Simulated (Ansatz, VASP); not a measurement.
# SbAs: VASP beside Ansatz

```
Sb As
1.0
     1.97166    1.13834    3.53859
    -1.97166    1.13834    3.53859
     0.00000   -2.27668    3.53859
Sb As
1 1
Direct
  0.50000 0.50000 0.50000
  0.00000 0.00000 0.00000
```

Change from the starting cell: volume scaled by 0.94, crystal datasets.

Alike in both runs: task electric field gradients; functional PBEsol; k mesh 11 × 11 × 11; occupations fermi-dirac, width 0.05 eV; no spin polarisation.

|  | VASP | Ansatz |
| --- | --- | --- |
| version | VASP 6.6.1 | Ansatz 0.2.0 |
| potentials or method | VASP PAW PBE potentials, release 64 (Sb, As), cutoff 520 eV | all-electron PAW with datasets made for the crystal, scalar-relativistic |

```csv
,VASP,Ansatz,Ansatz less VASP
pressure (GPa),0.2,0.0,-0.14
"traceless stress, the component that is largest in VASP (GPa)",-2.43,-2.46,-0.030
size of Vzz on the site where it differs most (V/Å²),38.4,40.3,+1.90
```

VASP's potentials were made for PBE, not for PBEsol. Ansatz ran all-electron here, and VASP with PAW potentials.

Neither program's run includes spin-orbit coupling.
